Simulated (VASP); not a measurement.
Wanted: the native input for a VASP 6.6.1 run.

```yaml
Task: relaxation of cell and atoms
Functional: PBEsol
Potentials_or_basis: VASP PAW PBE potentials, release 64 (In_d, Ga_d, N)
Cutoff: 600 eV
k_mesh: 6 × 6 × 6
Occupations: gaussian, width 0.02 eV
Spin: no spin polarisation
Target_pressure: -1 GPa
Dipole_correction: no
Further_INCAR_settings: ALGO = Normal; EDIFF = 1e-07; IBRION = 2; EDIFFG = -0.008; NSW = 70; ISIF = 3
```

The structure of InGa2N3 lies in POSCAR:

```
InGa2N3
1.0
    4.9691407504     -2.8661706180      0.0000000000
    4.9691407504      2.8661706180      0.0000000000
    0.0000000000      0.0000000000      5.3529677521
In Ga N
2 4 6
Direct
    0.3252227418      0.6747772582      0.9897489537
    0.6747772582      0.3252227418      0.4897489537
    0.0069945023      0.3338844486      0.9926402251
    0.6661155514      0.9930054977      0.9926402251
    0.9930054977      0.6661155514      0.4926402251
    0.3338844486      0.0069945023      0.4926402251
    0.0264767013      0.3336441490      0.3589520515
    0.6663558510      0.9735232987      0.3589520515
    0.9735232987      0.6663558510      0.8589520515
    0.3336441490      0.0264767013      0.8589520515
    0.3078788725      0.6921211275      0.3950674930
    0.6921211275      0.3078788725      0.8950674930
```

These files were run (other wordings do the same):

INCAR

```
  PREC = Accurate
  ENCUT = 600
  EDIFF = 1E-7
  ISMEAR = 0
  SIGMA = 0.02
  LREAL = F
  LASPH = T
  NELM = 120
  ALGO = Normal
  ISIF = 3
  LWAVE = F
  LCHARG = F
  GGA = PS
  IBRION = 2
  NSW = 70
  EDIFFG = -0.008
  PSTRESS = -10.0
  GGA_COMPAT = F
  NELMIN = 4
  KPAR = 4
```

KPOINTS

```
regular mesh
0
Gamma
  6 6 6
```

Potentials or basis: VASP PAW PBE potentials, release 64 (In_d, Ga_d, N).

Launch:

```console
$ cat potpaw_PBE.64/In_d/POTCAR potpaw_PBE.64/Ga_d/POTCAR potpaw_PBE.64/N/POTCAR > POTCAR
$ mpirun -np 4 vasp_std > vasp.out
```

It gave:

The relaxed volume is 12.64 Å³/atom. The relaxed cell is a = 5.727 Å, b = 5.727 Å, c = 5.345 Å, α = 90.00°, β = 90.00°, γ = 59.95°, the space group after relaxing (to 0.1 Å) is Cmc2_1 (No. 36) and the energy change on relaxing (the run minimises the enthalpy) is -0.5 meV/atom. The ionic steps are 5. The pressure after relaxing is -1.0 GPa and the largest force after relaxing is 0.007 eV/Å. The band gap on the k mesh is 0.98 eV.

Caveat: the cell is relaxed towards a set pressure, so the run minimises the enthalpy, not the energy; the PAW data sets were made with another functional, which shifts forces and pressure a little; spin-orbit coupling is left out, which moves the levels of the heavy elements.

It took 19 min on 4 MPI ranks on Intel(R) Xeon(R) Platinum 8259CL CPU @ 2.50GHz (Skylake/Cascade Lake), with other jobs on the host, peak memory 0.68 GiB a rank.
